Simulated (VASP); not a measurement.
Set up this calculation in VASP 6.6.1, as the native input.

| Quantity | Value |
| --- | --- |
| Task | single point |
| Functional | PBEsol |
| Potentials or basis | VASP PAW PBE potentials, release 64 (Nb_sv, H) |
| Cutoff | 520 eV |
| k mesh | 10 × 10 × 10 |
| Occupations | fermi-dirac, width 0.1 eV |
| Spin | no spin polarisation |
| Dipole correction | no |
| Further INCAR settings | ALGO = Normal; EDIFF = 1e-06; NBANDS = 14 |

The structure of NbH lies in POSCAR:

```
NbH
1.0
   -1.6069640000      1.6069640000      1.9843010000
    1.6069640000     -1.6069640000      1.9843010000
    1.6069640000      1.6069640000     -1.9843010000
Nb H
1 1
Direct
    0.0000000000      0.0000000000      0.0000000000
    0.5000000000      0.5000000000      0.0000000000
```

One way to write it, as run:

INCAR

```
  PREC = Accurate
  ENCUT = 520
  EDIFF = 1E-6
  ISMEAR = -1
  SIGMA = 0.1
  LREAL = False
  LASPH = True
  NELM = 80
  ALGO = Normal
  ISIF = 2
  LWAVE = False
  LCHARG = False
  GGA = PS
  NBANDS = 14
```

KPOINTS

```
regular mesh
0
Gamma
  10 10 10
```

Potentials or basis: VASP PAW PBE potentials, release 64 (Nb_sv, H).

The run is started by

```bash
$ cat potpaw_PBE.64/Nb_sv/POTCAR potpaw_PBE.64/H/POTCAR > POTCAR
$ mpirun -np 1 vasp_std > vasp.out
```

It gave:

```
Pressure               : -8.1 GPa
Band gap on the k mesh : zero (band 7 reaches 14.55 eV, above the bottom of band 8 at 10.55 eV)
```

Caveat: the PAW data sets were made with another functional, which shifts forces and pressure a little.

It took 8.8 s on 1 thread of Intel(R) Xeon(R) 6975P-C (Granite Rapids), on a shared host, peak memory 0.15 GiB.
